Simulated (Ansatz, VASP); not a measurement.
CdSe in VASP and in Ansatz

```xyz
2
Lattice="0.0000 3.1658 3.1658 3.1658 0.0000 3.1658 3.1658 3.1658 0.0000" Properties=species:S:1:pos:R:3 pbc="T T T"
Cd    0.0000    0.0000    0.0000
Se    4.7487    4.7487    4.7487
```

Alike in both runs: task single point; functional r2SCAN; k mesh 8 × 8 × 8; occupations gaussian, width 0.02 eV; no spin polarisation.

|  | VASP | Ansatz |
| --- | --- | --- |
| version | VASP 6.6.1 | Ansatz 0.2.0 |
| potentials or method | VASP PAW PBE potentials, release 64 (Cd, Se), cutoff 520 eV | scalar-relativistic, plane waves, PAW |
| valence electrons in the cell | 18 | 36 |

```tsv
	VASP	Ansatz	Ansatz less VASP
gap on the k mesh at the Fermi level (eV)	0.81	0.82	+0.012
least direct gap on the mesh (eV)	0.81	0.82	+0.012
pressure (GPa)	-3.8	-4.0	-0.15
```

VASP's potentials were made for PBE, not for r2SCAN. VASP's potentials hold 18 valence electrons a cell and Ansatz's 36, so a difference there can come from the potentials and not from the codes.
